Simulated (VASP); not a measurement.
# Pt (P6_3/mmc) in VASP: further runs

Runs on Pt. Level: PBE. Tasks: single point.

All numbers are computed with VASP 6.6.1; they aren't measurements. Logs are shortened: lines on timing, memory, paths and dates and some standing lists are left out, and cuts for length are marked.

### Step 1. The cell of the first run

Symmetry: P6_3/mmc, No. 194, hexagonal system. The conventional cell has a = 2.752 Å, b = 2.752 Å, c = 4.688 Å, α = 90.00°, β = 90.00°, γ = 120.00°. Within 3.6 Å of Pt (site symmetry -6m2) lie 12 Pt at 2.75 to 2.83 Å.

This isn't the form of Pt at room conditions, which is fcc.

### Step 2. Single point, PBE

INCAR reads:

```
  PREC = Accurate
  ENCUT = 520
  EDIFF = 1E-7
  ISMEAR = -1
  SIGMA = 0.15
  LREAL = F
  LASPH = T
  NELM = 60
  ALGO = Fast
  ISIF = 2
  LWAVE = F
  LCHARG = T
  GGA = PE
  LELF = T
  LVHAR = T
  NBANDS = 17
```

KPOINTS reads:

```
regular mesh
0
Gamma
  18 18 10
```

POSCAR reads:

```
Pt
1.0
    2.7516366334      0.0000000000      0.0000000000
   -1.3758183167      2.3829872265      0.0000000000
    0.0000000000      0.0000000000      4.6876992346
Pt
2
Direct
    0.6666666667      0.3333333333      0.7500000000
    0.3333333333      0.6666666667      0.2500000000
```

Potentials or basis: VASP PAW PBE potentials, release 64 (Pt).

Command:

```sh
cat potpaw_PBE.64/Pt/POTCAR > POTCAR
mpirun -np 1 vasp_std > vasp.out
```

OUTCAR:

```text
PREC = Accurate
   ENCUT = 520
   EDIFF = 1E-7
   ISMEAR = -1
   LREAL = F
   LASPH = T
   NELM = 60
   ISIF = 2
   GGA = PE

 ion  position               nearest neighbor table
   1  0.667  0.333  0.750-   2 2.83   2 2.83   2 2.83   2 2.83   2 2.83   2 2.83
   2  0.333  0.667  0.250-   1 2.83   1 2.83   1 2.83   1 2.83   1 2.83   1 2.83

  LATTYP: Found a hexagonal cell.
 ALAT       =     2.7516366334
 C/A-ratio  =     1.7036040216

  Lattice vectors:

 A1 = (   2.7516366334,   0.0000000000,   0.0000000000)
 A2 = (  -1.3758183167,   2.3829872265,   0.0000000000)
 A3 = (   0.0000000000,   0.0000000000,   4.6876992346)

Analysis of symmetry for initial positions (statically):
=====================================================================
 Subroutine PRICEL returns:
 Original cell was already a primitive cell.

 Routine SETGRP: Setting up the symmetry group for a
 hexagonal supercell.

 Subroutine GETGRP returns: Found 24 space group operations
 (whereof 12 operations were pure point group operations)
 out of a pool of 24 trial point group operations.

The static configuration has the point symmetry D_3d.
 The point group associated with its full space group is D_6h.

Analysis of symmetry for dynamics (positions and initial velocities):
=====================================================================
 Subroutine PRICEL returns:
 Original cell was already a primitive cell.

 Routine SETGRP: Setting up the symmetry group for a
 hexagonal supercell.

 Subroutine GETGRP returns: Found 24 space group operations
 (whereof 12 operations were pure point group operations)
 out of a pool of 24 trial point group operations.

The dynamic configuration has the point symmetry D_3d.
 The point group associated with its full space group is D_6h.

 Subroutine INISYM returns: Found 24 space group operations
 (whereof 12 operations are pure point group operations),
 and found     1 'primitive' translations

----------------------------------------------------------------------------------------

                                     Primitive cell

  volume of cell :      30.7378

  direct lattice vectors                    reciprocal lattice vectors
     2.751636633  0.000000000  0.000000000     0.363420078  0.209820680  0.000000000
    -1.375818317  2.382987227  0.000000000     0.000000000  0.419641360  0.000000000
     0.000000000  0.000000000  4.687699235     0.000000000  0.000000000  0.213324266

  length of vectors
     2.751636633  2.751636633  4.687699235     0.419641360  0.419641360  0.213324266

  position of ions in fractional coordinates (direct lattice)
     0.666666667  0.333333333  0.750000000
     0.333333333  0.666666667  0.250000000

  ion indices of the primitive-cell ions
   primitive index   ion index
                 1           1
                 2           2

----------------------------------------------------------------------------------------

 KPOINTS: regular mesh

Automatic generation of k-mesh.
 Grid dimensions read from file:
 generate k-points for:   18   18   10

 Generating k-lattice:

  Cartesian coordinates                     Fractional coordinates (reciprocal lattice)
     0.020190004  0.011656704  0.000000000     0.055555556 -0.000000000  0.000000000
     0.000000000  0.023313409  0.000000000     0.000000000  0.055555556  0.000000000
     0.000000000  0.000000000  0.021332427     0.000000000  0.000000000  0.100000000

  Length of vectors
     0.023313409  0.023313409  0.021332427

  Shift w.r.t. Gamma in fractional coordinates (k-lattice)
     0.000000000  0.000000000  0.000000000

 Subroutine IBZKPT returns following result:
 ===========================================

 Found    222 irreducible k-points:

 Following reciprocal coordinates:
            Coordinates               Weight
  0.000000  0.000000  0.000000      1.000000
  0.055556  0.000000  0.000000      6.000000
  0.111111  0.000000  0.000000      6.000000
  0.166667  0.000000  0.000000      6.000000
  0.222222  0.000000  0.000000      6.000000
  0.277778  0.000000  0.000000      6.000000
[... 16 lines left out ...]
  0.333333  0.111111  0.000000     12.000000
  0.388889  0.111111  0.000000     12.000000
 [... further k-points ...]
   k-points           NKPTS =    222   k-points in BZ     NKDIM =    222   number of bands    NBANDS=     17
   number of dos      NEDOS =    301   number of ions     NIONS =      2
   total plane-waves  NPLWV =  14400
   dimension x,y,z NGX =    20 NGY =   20 NGZ =   36
   dimension x,y,z NGXF=    40 NGYF=   40 NGZF=   72
   ions per type =               2
   NGX,Y,Z   is equivalent  to a cutoff of  12.08, 12.08, 12.77 a.u.
   NGXF,Y,Z  is equivalent  to a cutoff of  24.17, 24.17, 25.53 a.u.
 SYSTEM =  unknown system
   PREC   = accura    normal or accurate (medium, high low for compatibility)
   ISTART =      0    job   : 0-new  1-cont  2-samecut
   ICHARG =      2    charge: 1-file 2-atom 10-const
   ISPIN  =      1    spin polarized calculation?
   LNONCOLLINEAR =      F non collinear calculations
   LSORBIT =      F    spin-orbit coupling
   LASPH  =      T    aspherical Exc in radial PAW
   ENCUT  =  520.0 eV  38.22 Ry    6.18 a.u.   5.12  5.12  8.72*2*pi/ulx,y,z
   NELM   =     60;   NELMIN=  2; NELMDL= -5     # of ELM steps
   EDIFF  = 0.1E-06   stopping-criterion for ELM
   LREAL  =      F    real-space projection
   EDIFFG = 0.1E-05   stopping-criterion for IOM
   NSW    =      0    number of steps for IOM
   IBRION =     -1    ionic relax: 0-MD 1-quasi-New 2-CG
   NFREE  =      0    steps in history (QN), initial steepest desc. (CG)
   ISIF   =      2    stress and relaxation
   ISYM   =      2    0-nonsym 1-usesym 2-fastsym
   POTIM  = 0.5000    time-step for ionic-motion
   TEBEG  =    0.0;   TEEND  =   0.0 temperature during run
   PSTRESS=    0.0 pullay stress
   NELECT =      20.0000    total number of electrons
   NUPDOWN=      -1.0000    fix difference up-down
   EMIN   =  10.00;   EMAX   =-10.00  energy-range for DOS
   EFERMI =   0.00;   METHOD = LEGACY
   ISMEAR =    -1;   SIGMA  =   0.15  broadening in eV -4-tet -1-fermi 0-gaus
   EFERMI_NEDOS =   21; number of points for ismear=-14 and -15
   IALGO  =     68    algorithm
   IMIX   =      4    mixing-type and parameters
     AMIX     =   0.40;   BMIX     =  1.00
     AMIX_MAG =   1.60;   BMIX_MAG =  1.00
  volume/ion in A,a.u.               =      15.37       103.71
  Fermi-wavevector in a.u.,A,eV,Ry     =   1.418602  2.680770 27.380805  2.012432
  Thomas-Fermi vector in A             =   2.539711
   LORBIT       =      0    0 simple, 1 ext, 2 COOP (PROOUT), +10 PAW based schemes
   GGA     = PE    functional components
   LHFCALC =     F    Hartree Fock is set to
   AEXX    =    0.0000 exact exchange contribution
   IVDW    =     0    specifies the selected vdW correction
   LEPSILON=     F    determine dielectric tensor
   LRPA    =     F    only Hartree local field effects (RPA)
 non-spin polarized calculation
 RMM-DIIS sequential band-by-band and
  energy-cutoff  :      520.00
  volume of cell :       30.74
 maximum number of plane-waves:       843
   NGX = 11   NGY = 11   NGZ = 17

 number of electron      19.9999997 magnetization

 Free energy of the ion-electron system (eV)
  ---------------------------------------------------
  ext. energy  EPLUGINS =         0.00000000
  ---------------------------------------------------
  free energy    TOTEN  =       -12.19562274 eV

  energy without entropy =      -11.95991533  energy(sigma->0) =      -12.07776903

 E-fermi :  10.9107     XC(G=0): -13.3744

 val. band max:       10.9063214388   @ k =   0.3889   0.2222   0.3000
 cond. band min:      10.9113669293   @ k =   0.3889   0.0000   0.3000
 fundamental gap:      0.0050454906
 Fermi energy:        10.9106965955

 k-point     1 :       0.0000    0.0000    0.0000
  band No.  band energies     occupation
      1       0.8980      2.00000
      2       3.6384      2.00000
      3       6.9087      2.00000
      4       7.3387      2.00000
      5       7.3387      2.00000
      6       7.7523      2.00000
[... 9 lines left out ...]
     16      28.2156      0.00000
     17      31.9587      0.00000

 k-point     2 :       0.0556    0.0000    0.0000
  band No.  band energies     occupation
      1       1.0113      2.00000
      2       3.7414      2.00000
      3       6.8771      2.00000
      4       7.3533      2.00000
      5       7.4259      2.00000
      6       7.6959      2.00000
[... 9 lines left out ...]
     16      28.3697      0.00000
     17      31.3860      0.00000

 k-point     3 :       0.1111    0.0000    0.0000
  band No.  band energies     occupation
      1       1.3426      2.00000
      2       4.0319      2.00000
      3       6.7455      2.00000
      4       7.4082      2.00000
      5       7.6005      2.00000
      6       7.6834      2.00000
[... 9 lines left out ...]
     16      28.5562      0.00000
     17      30.2065      0.00000

 k-point     4 :       0.1667    0.0000    0.0000
  band No.  band energies     occupation
      1       1.8647      2.00000
      2       4.4378      2.00000
      3       6.5608      2.00000
      4       7.2496      2.00000
      5       7.4085      2.00000
      6       7.8209      2.00000
[... 9 lines left out ...]
     16      28.4968      0.00000
     17      29.3709      0.00000
[... 343 lines left out ...]
      1       4.1227      2.00000
      2       4.9996      2.00000
      3       5.5934      2.00000
      4       6.6012      2.00000
      5       7.3348      2.00000
      6       7.3446      2.00000
[... 9 lines left out ...]
     16      26.0329      0.00000
     17      26.9321      0.00000

 k-point    23 :       0.3333    0.1111    0.0000
  band No.  band energies     occupation
      1       4.4769      2.00000
      2       4.8036      2.00000
      3       5.2785      2.00000
      4       7.0186      2.00000
      5       7.2667      2.00000
      6       7.6999      2.00000
[... 9 lines left out ...]
     16      24.8639      0.00000
     17      25.4059      0.00000

 k-point    24 :       0.3889    0.1111    0.0000
  band No.  band energies     occupation
      1       4.5965      2.00000
      2       4.6826      2.00000
      3       5.0863      2.00000
      4       7.2792      2.00000
      5       7.4732      2.00000
      6       7.5490      2.00000
[... 9 lines left out ...]
     16      23.2777      0.00000
     17      24.9140      0.00000

 [... further k-points ...]

------------------------ aborting loop because EDIFF is reached ----------------------------------------

  FORCE on cell =-STRESS in cart. coord.  units (eV):
  Direction    XX          YY          ZZ          XY          YZ          ZX
  --------------------------------------------------------------------------------------
  -------------------------------------------------------------------------------------
  Total        1.2552804      1.2552804      1.2373263      0.0000000      0.0000000      0.0000000
  in kB       65.4302832     65.4302832     64.4944433      0.0000000      0.0000000      0.0000000
  external PRESSURE =      65.1183366 kB  Pullay stress =       0.0000000 kB

 VOLUME and BASIS-vectors are now :
 -----------------------------------------------------------------------------
  energy-cutoff  :      520.00
  volume of cell :       30.74
      direct lattice vectors                 reciprocal lattice vectors
     2.751636633  0.000000000  0.000000000     0.363420078  0.209820680  0.000000000
    -1.375818317  2.382987227  0.000000000     0.000000000  0.419641360  0.000000000
     0.000000000  0.000000000  4.687699235     0.000000000  0.000000000  0.213324266

 POSITION                                       TOTAL-FORCE (eV/Angst)
 -----------------------------------------------------------------------------------
      1.37582      0.79433      3.51577         0.000000     -0.000000      0.000000
     -0.00000      1.58866      1.17192        -0.000000      0.000000      0.000000
 -----------------------------------------------------------------------------------
    total drift:                               -0.000000      0.000000     -0.000000

  FREE ENERGIE OF THE ION-ELECTRON SYSTEM (eV)
  ---------------------------------------------------
  free  energy   TOTEN  =       -12.1956227356 eV

  energy  without entropy=      -11.9599153338  energy(sigma->0) =      -12.07776903
```

Wall time 2.3 min (1 thread of Intel Xeon 8259CL, shared host); peak memory 0.22 GiB.

Results:

- Free energy: -12.1956 eV
- Pressure: 6.5 GPa
- Band gap on the k mesh: zero (bands 10 and 11 overlap by 1.33 eV)

Caveat: the cell stands under pressure; spin-orbit coupling is left out, which moves the levels of the heavy elements.

### Step 3. Single point, PBE (15.48 Å³/atom)

This run uses another cell than the first one, of 15.48 Å³/atom.

INCAR reads:

```
SYSTEM = Pt
ALGO = Normal ; EDIFF = 1E-6
ENCUT = 520 ; GGA = PE
ISIF = 2 ; ISMEAR = -1
LASPH = .True. ; LCHARG = .False.
LREAL = .False. ; LWAVE = .False.
NBANDS = 17 ; NELM = 60
PREC = Accurate ; SIGMA = 0.15
```

KPOINTS reads:

```
k-points
0
Gamma
  18 18 10
  0 0 0
```

POSCAR reads:

```
Pt
1.0
    2.7576174089      0.0000000000      0.0000000000
   -1.3788087045      2.3881667300      0.0000000000
    0.0000000000      0.0000000000      4.7006384806
Pt
2
Direct
    0.6666666667      0.3333333333      0.7500000000
    0.3333333333      0.6666666667      0.2500000000
```

Potentials or basis: VASP PAW PBE potentials, release 64 (Pt).

Command:

```sh
cat potpaw_PBE.64/Pt/POTCAR > POTCAR
mpirun -np 1 vasp_std > vasp.out
```

Wall time 1.8 min (1 thread of Intel Xeon 8259CL, shared host); peak memory 0.23 GiB.

The run converged. Its results:

| Property | Result |
| --- | --- |
| Free energy | -12.2034 eV |
| Pressure | 4.6 GPa |
| Band gap on the k mesh | zero (bands 10 and 11 overlap by 1.31 eV) |

Stress tensor (GPa, compression positive):
```
4.62 0.00 0.00
0.00 4.62 0.00
0.00 0.00 4.52
```

Levels at points of the mesh, in eV from the Fermi level:
| k point | band 7 | band 8 | band 9 | band 10 | band 11 | band 12 | band 13 | band 14 |
| --- | --- | --- | --- | --- | --- | --- | --- | --- |
| (0.00, 0.00, 0.00) | -3.12 | -2.02 | -2.02 | -0.71 | -0.28 | -0.28 | 5.01 | 14.97 |
| (0.50, 0.00, 0.00) | -2.78 | 0.02 | 0.21 | 0.44 | 2.25 | 3.73 | 7.40 | 9.02 |
| (0.00, 0.00, 0.50) | -3.55 | -3.55 | -0.88 | -0.88 | -0.88 | -0.88 | 12.41 | 12.41 |
| (0.50, 0.00, 0.50) | -0.93 | -0.93 | 0.34 | 0.34 | 1.67 | 1.67 | 6.52 | 6.52 |

Caveat: the cell stands under pressure; spin-orbit coupling is left out, which moves the levels of the heavy elements.

### Step 4. Single point, PBE

This run uses another cell than the first one, of 15.79 Å³/atom.

INCAR reads:

```
PREC = Accurate ; ENCUT = 520
EDIFF = 1E-7 ; ISMEAR = -1
SIGMA = 0.15 ; LREAL = F
LASPH = T ; NELM = 80
ALGO = Normal ; ISIF = 2
LWAVE = F ; LCHARG = F
GGA = PE ; NBANDS = 17
```

KPOINTS reads:

```
regular mesh
0
Gamma
  18 18 10
```

POSCAR reads:

```
Pt
1.0
    2.7743680019      0.0000000000      0.0000000000
   -1.3871840010      2.4026731691      0.0000000000
    0.0000000000      0.0000000000      4.7388249489
Pt
2
Direct
    0.6666666667      0.3333333333      0.7500000000
    0.3333333333      0.6666666667      0.2500000000
```

Command:

```sh
cat potpaw_PBE.64/Pt/POTCAR > POTCAR
mpirun -np 1 vasp_std > vasp.out
```

Wall time 1.9 min (1 thread of Intel Xeon 8259CL, shared host); peak memory 0.23 GiB.

The run converged. Its results:

- Free energy: -12.2119 eV
- Pressure: -0.5 GPa
- Band gap on the k mesh: zero (bands 10 and 11 overlap by 1.27 eV)

Stress tensor (GPa, compression positive):
```
-0.44  0.00  0.00
 0.00 -0.44  0.00
 0.00  0.00 -0.51
```

Levels at points of the mesh, in eV from the Fermi level:
| k point | band 6 | band 7 | band 8 | band 9 | band 10 | band 11 | band 12 | band 13 | band 14 | band 15 |
| --- | --- | --- | --- | --- | --- | --- | --- | --- | --- | --- |
| (0.00, 0.00, 0.00) | -3.03 | -3.03 | -1.94 | -1.94 | -0.63 | -0.27 | -0.27 | 4.85 | 15.02 | 15.92 |
| (0.50, 0.00, 0.00) | -2.90 | -2.67 | 0.01 | 0.20 | 0.42 | 2.21 | 3.66 | 7.29 | 8.91 | 9.54 |
| (0.00, 0.00, 0.50) | -3.43 | -3.43 | -3.43 | -0.85 | -0.85 | -0.85 | -0.85 | 12.23 | 12.23 | 15.46 |
| (0.50, 0.00, 0.50) | -1.89 | -0.88 | -0.88 | 0.33 | 0.33 | 1.68 | 1.68 | 6.37 | 6.37 | 14.32 |

Caveat: spin-orbit coupling is left out, which moves the levels of the heavy elements.

### Step 5. Single point, PBE (16.11 Å³/atom)

This run uses another cell than the first one, of 16.11 Å³/atom.

INCAR reads:

```
SYSTEM = Pt
ALGO = Normal ; EDIFF = 1E-6
ENCUT = 520 ; GGA = PE
ISIF = 2 ; ISMEAR = -1
LASPH = .TRUE. ; LCHARG = .FALSE.
LREAL = .FALSE. ; LWAVE = .FALSE.
NBANDS = 17 ; NELM = 80
PREC = Accurate ; SIGMA = 0.15
```

KPOINTS reads:

```
k-points
0
G
  18 18 10
  0 0 0
```

POSCAR reads:

```
Pt
1.0
    2.7904638270      0.0000000000      0.0000000000
   -1.3952319135      2.4166125625      0.0000000000
    0.0000000000      0.0000000000      4.7780003547
Pt
2
Direct
    0.6666666667      0.3333333333      0.7500000000
    0.3333333333      0.6666666667      0.2500000000
```

Command:

```sh
cat potpaw_PBE.64/Pt/POTCAR > POTCAR
mpirun -np 1 vasp_std > vasp.out
```

It took 2 min on 1 thread of Intel Xeon 8259CL, shared host; peak memory 0.23 GiB.

Results (log left out):

| Quantity | Value |
| --- | --- |
| Free energy | -12.2016 eV |
| Pressure | -4.9 GPa |
| Band gap on the k mesh | zero (bands 10 and 11 overlap by 1.23 eV) |

Stress tensor (GPa, compression positive):
```
-4.88  0.00  0.00
 0.00 -4.88  0.00
 0.00  0.00 -4.99
```

Levels at points of the mesh, in eV from the Fermi level:
| k point | band 7 | band 8 | band 9 | band 10 | band 11 | band 12 | band 13 | band 14 |
| --- | --- | --- | --- | --- | --- | --- | --- | --- |
| (0.00, 0.00, 0.00) | -2.94 | -1.86 | -1.86 | -0.56 | -0.26 | -0.26 | 4.69 | 15.06 |
| (0.50, 0.00, 0.00) | -2.57 | 0.00 | 0.20 | 0.41 | 2.18 | 3.60 | 7.19 | 8.80 |
| (0.00, 0.00, 0.50) | -3.32 | -3.32 | -0.82 | -0.82 | -0.82 | -0.82 | 12.03 | 12.03 |
| (0.50, 0.00, 0.50) | -0.83 | -0.83 | 0.32 | 0.32 | 1.69 | 1.69 | 6.24 | 6.24 |

Caveat: the cell stands under tension; spin-orbit coupling is left out, which moves the levels of the heavy elements.

### Step 6. The runs side by side

```tsv
cell	gap on the mesh (eV)	pressure (GPa)
a = 2.752, b = 2.752, c = 4.688 Å, angles 90.0, 90.0, 120.0°, 2 atoms	none	6.5
a = 2.758, b = 2.758, c = 4.701 Å, angles 90.0, 90.0, 120.0°, 2 atoms	none	4.6
a = 2.774, b = 2.774, c = 4.739 Å, angles 90.0, 90.0, 120.0°, 2 atoms	none	-0.5
a = 2.790, b = 2.790, c = 4.778 Å, angles 90.0, 90.0, 120.0°, 2 atoms	none	-4.9
```

Alike in all rows: task single point; level PBE; potentials or basis VASP PAW PBE potentials, release 64 (Pt); no spin polarisation; k mesh 18 × 18 × 10; cutoff (eV) 520; smearing fermi-dirac 0.15 eV.

Caveats: spin-orbit coupling is left out, which moves the levels of the heavy elements; the cell stands under pressure (at least some runs); the cell stands under tension (at least some runs).

Total energies depend on the potentials used, so only differences within one code and one set of settings carry meaning.
